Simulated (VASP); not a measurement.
# Mo (P6/mmm) in VASP: further runs

The runs below take Mo through single point, with r2SCAN.

Everything below comes from runs of VASP 6.6.1. Logs are shortened: lines on timing, memory, paths and dates and some standing lists are left out, and cuts for length are marked.

**1. The cell of the first run**

Symmetry: P6/mmm, No. 191, hexagonal system. The conventional cell has a = 2.694 Å, b = 2.694 Å, c = 2.555 Å, α = 90.00°, β = 90.00°, γ = 120.00°. Mo (site symmetry 6/mmm) has 8 Mo at 2.56 to 2.69 Å within 3.4 Å.

This isn't the form of Mo at room conditions, which is bcc.

**2. Single point, r2SCAN (strain -0.015 along x and y, +0.000 along z)**

Input file POSCAR:

```
Mo
1.0
    2.6944777412      0.0000000000      0.0000000000
   -1.3472388706      2.3334861739      0.0000000000
    0.0000000000      0.0000000000      2.5551807000
Mo
1
Direct
    0.0000000000      0.0000000000      0.5000000000
```

Input file INCAR.step1:

```
ALGO = Normal
EDIFF = 1E-4
ENCUT = 520
GGA = PE
ISMEAR = 0
LASPH = True
LCHARG = False
LREAL = False
LWAVE = True
NBANDS = 13
NELM = 100
PREC = Accurate
SIGMA = 0.15
```

Input file INCAR.step2:

```
ALGO = Normal
EDIFF = 1E-6
ENCUT = 520
ISIF = 2
ISMEAR = 0
ISTART = 1
LASPH = True
LCHARG = True
LELF = True
LMIXTAU = True
LREAL = False
LVHAR = True
LWAVE = False
METAGGA = R2SCAN
NBANDS = 13
NELM = 100
PREC = Accurate
SIGMA = 0.15
```

Input file KPOINTS:

```
k-points
0
Gamma
  18 18 18
```

Potentials or basis: VASP PAW PBE potentials, release 64 (Mo_sv).

Run with:

```bash
cat potpaw_PBE.64/Mo_sv/POTCAR > POTCAR
cp INCAR.step1 INCAR
mpirun -np 1 vasp_std > vasp.out
cp INCAR.step2 INCAR
mpirun -np 1 vasp_std > vasp.out
```

OUTCAR:

```text
EDIFF = 1E-6
   ENCUT = 520
   ISIF = 2
   ISMEAR = 0
   ISTART = 1
   LASPH = True
   LREAL = False
   METAGGA = R2SCAN
   NELM = 100
   PREC = Accurate

 ion  position               nearest neighbor table
   1  0.000  0.000  0.500-

  LATTYP: Found a hexagonal cell.
 ALAT       =     2.6944777412
 C/A-ratio  =     0.9483027679

  Lattice vectors:

 A1 = (   2.6944777412,   0.0000000000,   0.0000000000)
 A2 = (  -1.3472388706,   2.3334861739,   0.0000000000)
 A3 = (   0.0000000000,   0.0000000000,   2.5551807000)

Analysis of symmetry for initial positions (statically):
=====================================================================
 Subroutine PRICEL returns:
 Original cell was already a primitive cell.

 Routine SETGRP: Setting up the symmetry group for a
 hexagonal supercell.

 Subroutine GETGRP returns: Found 24 space group operations
 (whereof 24 operations were pure point group operations)
 out of a pool of 24 trial point group operations.

The static configuration has the point symmetry D_6h.

Analysis of symmetry for dynamics (positions and initial velocities):
=====================================================================
 Subroutine PRICEL returns:
 Original cell was already a primitive cell.

 Routine SETGRP: Setting up the symmetry group for a
 hexagonal supercell.

 Subroutine GETGRP returns: Found 24 space group operations
 (whereof 24 operations were pure point group operations)
 out of a pool of 24 trial point group operations.

The dynamic configuration has the point symmetry D_6h.

 Subroutine INISYM returns: Found 24 space group operations
 (whereof 24 operations are pure point group operations),
 and found     1 'primitive' translations

----------------------------------------------------------------------------------------

                                     Primitive cell

  volume of cell :      16.0658

  direct lattice vectors                    reciprocal lattice vectors
     2.694477741  0.000000000  0.000000000     0.371129434  0.214271679  0.000000000
    -1.347238871  2.333486174  0.000000000     0.000000000  0.428543358  0.000000000
     0.000000000  0.000000000  2.555180700     0.000000000  0.000000000  0.391361754

  length of vectors
     2.694477741  2.694477741  2.555180700     0.428543358  0.428543358  0.391361754

  position of ions in fractional coordinates (direct lattice)
     0.000000000  0.000000000  0.500000000

  ion indices of the primitive-cell ions
   primitive index   ion index
[... 81 lines left out ...]
   POTIM  = 0.5000    time-step for ionic-motion
   TEBEG  =    0.0;   TEEND  =   0.0 temperature during run
   PSTRESS=    0.0 pullay stress
   NELECT =      14.0000    total number of electrons
   NUPDOWN=      -1.0000    fix difference up-down
   EMIN   =  10.00;   EMAX   =-10.00  energy-range for DOS
   EFERMI =   0.00;   METHOD = LEGACY
   ISMEAR =     0;   SIGMA  =   0.15  broadening in eV -4-tet -1-fermi 0-gaus
   EFERMI_NEDOS =   21; number of points for ismear=-14 and -15
   IALGO  =     38    algorithm
   IMIX   =      4    mixing-type and parameters
     AMIX     =   0.40;   BMIX     =  1.00
     AMIX_MAG =   1.60;   BMIX_MAG =  1.00
  volume/ion in A,a.u.               =      16.07       108.42
  Fermi-wavevector in a.u.,A,eV,Ry     =   1.563689  2.954944 33.267919  2.445123
  Thomas-Fermi vector in A             =   2.666423
   LORBIT       =      0    0 simple, 1 ext, 2 COOP (PROOUT), +10 PAW based schemes
   METAGGA = R2SCAN    functional components
   LHFCALC =     F    Hartree Fock is set to
   AEXX    =    0.0000 exact exchange contribution
   IVDW    =     0    specifies the selected vdW correction
   LEPSILON=     F    determine dielectric tensor
   LRPA    =     F    only Hartree local field effects (RPA)
 non-spin polarized calculation
 Gauss-broadening in eV      SIGMA  =   0.15
  energy-cutoff  :      520.00
  volume of cell :       16.07
 maximum number of plane-waves:       447
 NGX is ok and might be reduce to    20
   NGX =  9   NGY =  9   NGZ =  9

 number of electron      13.9999999 magnetization

 Free energy of the ion-electron system (eV)
  ---------------------------------------------------
  ext. energy  EPLUGINS =         0.00000000
  ---------------------------------------------------
  free energy    TOTEN  =       -25.12739285 eV

  energy without entropy =      -25.11998400  energy(sigma->0) =      -25.12368842

 E-fermi :  12.0928     XC(G=0): -14.3266

 val. band max:       12.0336673304   @ k =   0.2778   0.0556   0.5000
 cond. band min:      12.0957482985   @ k =   0.1111   0.0556   0.1667
 fundamental gap:      0.0620809682
 Fermi energy:        12.0927889384

 k-point     1 :       0.0000    0.0000    0.0000
  band No.  band energies     occupation
      1     -50.9836      2.00000
      2     -23.4097      2.00000
      3     -23.3662      2.00000
      4     -23.3662      2.00000
      5       4.7524      2.00000
      6       7.1812      2.00000
      7      11.0514      2.00000
      8      11.0514      2.00000
      9      16.5442      0.00000
     10      16.5442      0.00000
     11      25.6891      0.00000
     12      28.6413      0.00000
     13      34.4282      0.00000
[... 354 lines left out ...]
  band No.  band energies     occupation
      1     -50.6881      2.00000
      2     -24.9521      2.00000
      3     -23.8738      2.00000
      4     -23.2168      2.00000
      5       7.1824      2.00000
      6       8.6351      2.00000
      7      12.1269      0.74750
      8      13.1921      0.00000
      9      15.4971      0.00000
     10      17.4082      0.00000
     11      23.1486      0.00000
     12      25.6903      0.00000
     13      30.2892      0.00000

 [... further k-points ...]

------------------------ aborting loop because EDIFF is reached ----------------------------------------

  FORCE on cell =-STRESS in cart. coord.  units (eV):
  Direction    XX          YY          ZZ          XY          YZ          ZX
  --------------------------------------------------------------------------------------
  -------------------------------------------------------------------------------------
  Total        1.3012268      1.3012268      0.1083126      0.0000000      0.0000000      0.0000000
  in kB      129.7663658    129.7663658     10.8015958      0.0000000      0.0000000      0.0000000
  external PRESSURE =      90.1114425 kB  Pullay stress =       0.0000000 kB

 VOLUME and BASIS-vectors are now :
 -----------------------------------------------------------------------------
  energy-cutoff  :      520.00
  volume of cell :       16.07
      direct lattice vectors                 reciprocal lattice vectors
     2.694477741  0.000000000  0.000000000     0.371129434  0.214271679  0.000000000
    -1.347238871  2.333486174  0.000000000     0.000000000  0.428543358  0.000000000
     0.000000000  0.000000000  2.555180700     0.000000000  0.000000000  0.391361754

 POSITION                                       TOTAL-FORCE (eV/Angst)
 -----------------------------------------------------------------------------------
      0.00000      0.00000      1.27759         0.000000      0.000000      0.000000
 -----------------------------------------------------------------------------------
    total drift:                               -0.000000      0.000000     -0.000000

  FREE ENERGIE OF THE ION-ELECTRON SYSTEM (eV)
  ---------------------------------------------------
  free  energy   TOTEN  =       -25.1273928490 eV

  energy  without entropy=      -25.1199839953  energy(sigma->0) =      -25.12368842
```

OUTCAR.step1:

```text
EDIFF = 1E-4
   ENCUT = 520
   GGA = PE
   ISMEAR = 0
   LASPH = True
   LREAL = False
[... 600 lines left out ...]

 POSITION                                       TOTAL-FORCE (eV/Angst)
 -----------------------------------------------------------------------------------
      0.00000      0.00000      1.27759         0.000000      0.000000      0.000000
 -----------------------------------------------------------------------------------
    total drift:                               -0.000000      0.000000     -0.000000

  FREE ENERGIE OF THE ION-ELECTRON SYSTEM (eV)
  ---------------------------------------------------
  free  energy   TOTEN  =       -10.0245054544 eV

  energy  without entropy=      -10.0159843763  energy(sigma->0) =      -10.02024492
```

OSZICAR.step1:

```text
N       E                     dE             d eps       ncg     rms          rms(c)
DAV:   1     0.112813153913E+03    0.11281E+03   -0.91224E+03  9660   0.112E+03
DAV:   2    -0.901973962147E+01   -0.12183E+03   -0.11784E+03 10785   0.333E+02
DAV:   3    -0.104633622262E+02   -0.14436E+01   -0.14397E+01 11295   0.371E+01
DAV:   4    -0.104676317477E+02   -0.42695E-02   -0.42694E-02 10840   0.227E+00
DAV:   5    -0.104676652283E+02   -0.33481E-04   -0.33480E-04 11470   0.172E-01    0.140E+01
DAV:   6    -0.100785318554E+02    0.38913E+00   -0.50453E-01  9775   0.848E+00    0.464E+00
DAV:   7    -0.100267380353E+02    0.51794E-01   -0.10720E-01 10585   0.372E+00    0.728E-01
DAV:   8    -0.100244701480E+02    0.22679E-02   -0.34830E-03 10155   0.739E-01    0.912E-02
DAV:   9    -0.100245054544E+02   -0.35306E-04   -0.31776E-05  7245   0.724E-02
   1 F= -.10024505E+02 E0= -.10020245E+02  d E =-.852108E-02
```

It took 5.4 min on 1 thread of Intel Xeon 8259CL, shared host; peak memory 0.19 GiB.

Results:

| Item | Value |
| --- | --- |
| Free energy | -25.1274 eV |
| Pressure | 9.0 GPa |
| Band gap on the k mesh | zero (bands 7 and 8 overlap by 1.95 eV) |

Caveat: the cell differs from its parent crystal (strain -0.015 along x and y, +0.000 along z); the cell stands under pressure; the PAW data sets were made with another functional, which shifts forces and pressure a little.

**3. Single point, r2SCAN (strain +0.030 along x and y, -0.030 along z)**

Input file POSCAR:

```
Mo
1.0
    2.8175757091      0.0000000000      0.0000000000
   -1.4087878546      2.4400921412      0.0000000000
    0.0000000000      0.0000000000      2.4785252790
Mo
1
Direct
    0.0000000000      0.0000000000      0.5000000000
```

Input file INCAR.step1:

```
SYSTEM = Mo
  PREC = Accurate
  ENCUT = 520
  ISMEAR = 0
  SIGMA = 0.15
  LREAL = .False.
  LASPH = .True.
  NELM = 80
  NBANDS = 13
  GGA = PE
  ALGO = Normal
  EDIFF = 1E-4
  LWAVE = .True.
  LCHARG = .False.
```

Input file INCAR.step2:

```
SYSTEM = Mo
  PREC = Accurate
  ENCUT = 520
  EDIFF = 1E-6
  ISMEAR = 0
  SIGMA = 0.15
  LREAL = .False.
  LASPH = .True.
  NELM = 80
  ALGO = Normal
  ISIF = 2
  LWAVE = .False.
  LCHARG = .False.
  METAGGA = R2SCAN
  LMIXTAU = .True.
  NBANDS = 13
  ISTART = 1
```

Input file KPOINTS:

```
regular mesh
0
Gamma
  18 18 18
  0 0 0
```

Potentials or basis: VASP PAW PBE potentials, release 64 (Mo_sv).

Run with:

```bash
cat potpaw_PBE.64/Mo_sv/POTCAR > POTCAR
cp INCAR.step1 INCAR
mpirun -np 1 vasp_std > vasp.out
cp INCAR.step2 INCAR
mpirun -np 1 vasp_std > vasp.out
```

Run time: 3.7 min. Hardware: 1 thread of Intel Xeon 8259CL, shared host; peak memory 0.2 GiB.

It converged, with:

```
Free energy            : -25.1291 eV
Pressure               : -4.2 GPa
Band gap on the k mesh : zero (bands 7 and 8 overlap by 1.74 eV)
```

Stress tensor (GPa, compression positive):
```
-8.10  0.00  0.00
 0.00 -8.10  0.00
 0.00  0.00  3.46
```

Levels at points of the mesh, in eV from the Fermi level:
| k point | band 3 | band 4 | band 5 | band 6 | band 7 | band 8 | band 9 | band 10 | band 11 | band 12 |
| --- | --- | --- | --- | --- | --- | --- | --- | --- | --- | --- |
| (0.00, 0.00, 0.00) | -35.58 | -35.10 | -6.97 | -4.56 | -0.89 | -0.89 | 4.55 | 4.55 | 13.14 | 18.29 |
| (0.50, 0.00, 0.00) | -35.85 | -34.99 | -4.87 | -3.60 | 0.71 | 2.04 | 4.02 | 4.06 | 9.75 | 13.41 |
| (0.00, 0.00, 0.50) | -35.35 | -35.35 | -3.33 | 0.19 | 0.19 | 0.37 | 0.37 | 0.46 | 11.58 | 17.08 |
| (0.50, 0.00, 0.50) | -36.40 | -35.60 | -5.35 | -2.89 | -0.79 | 4.55 | 6.35 | 6.97 | 7.47 | 17.07 |

Caveat: the cell differs from its parent crystal (strain +0.030 along x and y, -0.030 along z); the cell stands under tension; the PAW data sets were made with another functional, which shifts forces and pressure a little.

**4. Single point, r2SCAN (strain +0.030 along x and y, +0.015 along z)**

POSCAR, as its differences from that of step 3:

```diff
@@ -4,3 +4,3 @@
    -1.4087878546      2.4400921412      0.0000000000
-    0.0000000000      0.0000000000      2.4785252790
+    0.0000000000      0.0000000000      2.5935084105
 Mo
```

Input file INCAR.step1:

```
PREC     = Accurate       # precision mode
ENCUT    = 520            # plane-wave cutoff, eV
ISMEAR   = 0              # smearing method
SIGMA    = 0.15           # smearing width, eV
LREAL    = False          # projectors in reciprocal space
LASPH    = True           # aspherical terms in the spheres
NELM     = 100            # most SCF steps
NBANDS   = 13             # bands
GGA      = PE             # functional
ALGO     = Normal         # electronic algorithm
EDIFF    = 1E-4           # SCF threshold, eV
LWAVE    = True           # write WAVECAR
LCHARG   = False          # write CHGCAR
```

Input file INCAR.step2:

```
PREC     = Accurate       # precision mode
ENCUT    = 520            # plane-wave cutoff, eV
EDIFF    = 1E-6           # SCF threshold, eV
ISMEAR   = 0              # smearing method
SIGMA    = 0.15           # smearing width, eV
LREAL    = False          # projectors in reciprocal space
LASPH    = True           # aspherical terms in the spheres
NELM     = 100            # most SCF steps
ALGO     = Normal         # electronic algorithm
ISIF     = 2              # what is computed and relaxed
LWAVE    = False          # write WAVECAR
LCHARG   = False          # write CHGCAR
METAGGA  = R2SCAN         # meta-GGA
LMIXTAU  = True         
NBANDS   = 13             # bands
ISTART   = 1
```

Input file KPOINTS:

```
regular mesh
0
Gamma
  18 18 18
```

Run with:

```bash
cat potpaw_PBE.64/Mo_sv/POTCAR > POTCAR
cp INCAR.step1 INCAR
mpirun -np 1 vasp_std > vasp.out
cp INCAR.step2 INCAR
mpirun -np 1 vasp_std > vasp.out
```

It took 4.5 min on 1 thread of Intel Xeon 8259CL, shared host; peak memory 0.2 GiB.

It converged, with:

```yaml
Free_energy: -25.1055 eV
Pressure: -12.9 GPa
Band_gap_on_the_k_mesh: zero (bands 7 and 8 overlap by 1.56 eV)
```

Stress tensor (GPa, compression positive):
```
-13.04   0.00   0.00
  0.00 -13.04   0.00
  0.00   0.00 -12.74
```

Levels at points of the mesh, in eV from the Fermi level:
| k point | band 3 | band 4 | band 5 | band 6 | band 7 | band 8 | band 9 | band 10 | band 11 | band 12 |
| --- | --- | --- | --- | --- | --- | --- | --- | --- | --- | --- |
| (0.00, 0.00, 0.00) | -35.67 | -35.56 | -6.93 | -4.35 | -0.84 | -0.84 | 4.00 | 4.00 | 13.37 | 16.51 |
| (0.50, 0.00, 0.00) | -35.94 | -35.44 | -4.75 | -3.30 | 0.72 | 1.29 | 3.43 | 4.04 | 9.55 | 13.45 |
| (0.00, 0.00, 0.50) | -35.53 | -35.53 | -3.70 | -0.07 | -0.02 | -0.02 | 0.77 | 0.77 | 9.80 | 16.70 |
| (0.50, 0.00, 0.50) | -36.58 | -35.77 | -5.01 | -3.16 | -0.39 | 4.37 | 5.56 | 6.46 | 6.96 | 16.31 |

Caveat: the cell differs from its parent crystal (strain +0.030 along x and y, +0.015 along z); the cell stands under tension; the PAW data sets were made with another functional, which shifts forces and pressure a little.

**5. Summary**

```tsv
cell	gap on the mesh (eV)	pressure (GPa)
a = 2.694, b = 2.694, c = 2.555 Å, angles 90.0, 90.0, 120.0°, 1 atom	none	9.0
a = 2.818, b = 2.818, c = 2.479 Å, angles 90.0, 90.0, 120.0°, 1 atom	none	-4.2
a = 2.818, b = 2.818, c = 2.594 Å, angles 90.0, 90.0, 120.0°, 1 atom	none	-12.9
```

Alike in all rows: task single point; level r2SCAN; potentials or basis VASP PAW PBE potentials, release 64 (Mo_sv); no spin polarisation; k mesh 18 × 18 × 18; cutoff (eV) 520; smearing gaussian 0.15 eV.

Caveats: the PAW data sets were made with another functional, which shifts forces and pressure a little; the cell stands under tension (at least some runs); the cell stands under pressure (at least some runs).

Absolute energies hang on the potentials; compare differences alone.
